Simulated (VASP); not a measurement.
Here is a VASP 6.6.1 calculation.

The input INCAR:

```
SYSTEM = SnO
PREC = Accurate
ENCUT = 600
EDIFF = 1E-7
ISMEAR = -1
SIGMA = 0.05
LREAL = .False.
LASPH = .True.
NELM = 80
ALGO = Normal
ISIF = 3
LWAVE = .False.
LCHARG = .False.
GGA = RP
IBRION = 2
NSW = 60
EDIFFG = -0.01
```

The input KPOINTS:

```
Automatic mesh
0
Gamma
  7 7 6
  0 0 0
```

Contents of POSCAR:

```
SnO
1.0
    3.8136952200      0.0000000000      0.0000000000
    0.0000000000      3.8136952200      0.0000000000
    0.0000000000      0.0000000000      4.8869133000
Sn O
2 2
Direct
    0.5000000000      0.0000000000      0.7646261400
    0.0000000000      0.5000000000      0.2353738600
    0.0000000000      0.0000000000      0.0000000000
    0.5000000000      0.5000000000      0.0000000000
```

Potentials or basis: VASP PAW PBE potentials, release 64 (Sn_d, O).

Run with:

```console
$ cat potpaw_PBE.64/Sn_d/POTCAR potpaw_PBE.64/O/POTCAR > POTCAR
$ mpirun -np 1 vasp_std > vasp.out
```

Predict the space group after relaxing (to 0.05 Å).

P4/nmm (No. 129).

Estimate the relaxed volume.

20.91 Å³/atom.

Estimate the relaxed cell.

a = 3.913 Å, b = 3.913 Å, c = 5.463 Å, α = 90.00°, β = 90.00°, γ = 90.00°.

The path:
| step | energy change (eV) | largest force (eV/Å) | pressure (GPa) | volume (Å³) |
| --- | --- | --- | --- | --- |
| 1 | 0.0000 | 0.6408 | 6.36 | 71.08 |
| 2 | -0.0265 | 1.0882 | -3.57 | 78.58 |
| 3 | -0.0846 | 0.3627 | 0.42 | 75.01 |
| 4 | -0.0951 | 0.2313 | 0.28 | 75.83 |
| 5 | -0.1013 | 0.0452 | 0.11 | 77.06 |
| 6 | -0.1065 | 0.0303 | 0.17 | 77.54 |
| 7 | -0.1176 | 0.0180 | 0.39 | 78.93 |
| 8 | -0.1227 | 0.1223 | 1.01 | 81.65 |
| 9 | -0.1254 | 0.0043 | 0.44 | 82.63 |
| 10 | -0.1258 | 0.0640 | 0.12 | 83.21 |
| 11 | -0.1262 | 0.0495 | 0.09 | 83.31 |
| 12 | -0.1269 | 0.0112 | 0.01 | 83.58 |
| 13 | -0.1269 | 0.0022 | 0.00 | 83.64 |

Caveat: the volume moved by over 15 % at a fixed basis, so the end points are rough; the PAW data sets were made with another functional, which shifts forces and pressure a little.
